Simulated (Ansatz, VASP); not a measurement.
# Si2W in VASP and in Ansatz

The input INCAR:

```
SYSTEM = Si2W
  ALGO = Normal
  EDIFF = 1E-6
  ENCUT = 520
  GGA = PE
  ISIF = 2
  ISMEAR = 0
  LASPH = .TRUE.
  LCHARG = .TRUE.
  LELF = .TRUE.
  LREAL = .FALSE.
  LVHAR = .TRUE.
  LWAVE = .FALSE.
  NBANDS = 43
  NELM = 80
  PREC = Accurate
  SIGMA = 0.03
```

KPOINTS

```
k-points
0
G
  9 9 6
  0 0 0
```

The input POSCAR:

```
Si2W
1.0
    4.5661651910      0.0000000000      0.0000000000
   -2.2830825955      3.9544150533      0.0000000000
    0.0000000000      0.0000000000      6.7880611730
Si W
6 3
Direct
    0.8676230516      0.7352461033      0.5000000000
    0.1323769484      0.8676230516      0.8333333333
    0.7352461033      0.8676230516      0.1666666667
    0.1323769484      0.2647538967      0.5000000000
    0.8676230516      0.1323769484      0.8333333333
    0.2647538967      0.1323769484      0.1666666667
    0.0000000000      0.5000000000      0.1666666667
    0.5000000000      0.5000000000      0.8333333333
    0.5000000000      0.0000000000      0.5000000000
```

Input for Ansatz:

```yaml
crystal:
  lattice:
    - [4.566165191, 0.0, 0.0]
    - [-2.2830825955, 3.9544150533, 0.0]
    - [0.0, 0.0, 6.788061173]
  atoms:
    - { symbol: Si, position: [0.8676230516, 0.7352461033, 0.5] }
    - { symbol: Si, position: [0.1323769484, 0.8676230516, 0.8333333333] }
    - { symbol: Si, position: [0.7352461033, 0.8676230516, 0.1666666667] }
    - { symbol: Si, position: [0.1323769484, 0.2647538967, 0.5] }
    - { symbol: Si, position: [0.8676230516, 0.1323769484, 0.8333333333] }
    - { symbol: Si, position: [0.2647538967, 0.1323769484, 0.1666666667] }
    - { symbol: W, position: [0.0, 0.5, 0.1666666667] }
    - { symbol: W, position: [0.5, 0.5, 0.8333333333] }
    - { symbol: W, position: [0.5, 0.0, 0.5] }
basis:
  ecutwfc: 420
kpoints:
  mp_grid: { grid: [9, 9, 6] }
hamiltonian:
  xc: pbe
  pseudopotentials: { kind: paw, azcp: { folder: soft_1 } }
scf:
  occupations: { method: gaussian, width: 0.03 }
output:
  forces: true
  stress: true
  eigenvalues: true
```

Alike in both runs: task single point; functional PBE; k mesh 9 × 9 × 6; occupations gaussian, width 0.03 eV; no spin polarisation.

|  | VASP | Ansatz |
| --- | --- | --- |
| version | VASP 6.6.1 | Ansatz 0.2.0 |
| potentials or method | VASP PAW PBE potentials, release 64 (Si, W_sv), cutoff 520 eV | scalar-relativistic, plane waves, PAW |
| valence electrons in the cell | 66 | 66 |

VASP gave:

```
gap on the k mesh at the Fermi level (eV)                     : none
pressure (GPa)                                                : 12.2
traceless stress, the component that is largest in VASP (GPa) : -16.68
rms of the force components (eV/Å)                            : 3.219
```

Question: What did Ansatz give for the same quantities?

Answer: gap on the k mesh at the Fermi level (eV): none; pressure (GPa): 12.3; traceless stress, the component that is largest in VASP (GPa): -16.71; rms of the force components (eV/Å): 3.236.

Atom by atom the forces differ by 0.017 eV/Å (rms over components). A gap of «none» marks a metal or a gap that the smearing closes.

Neither program's run includes spin-orbit coupling.
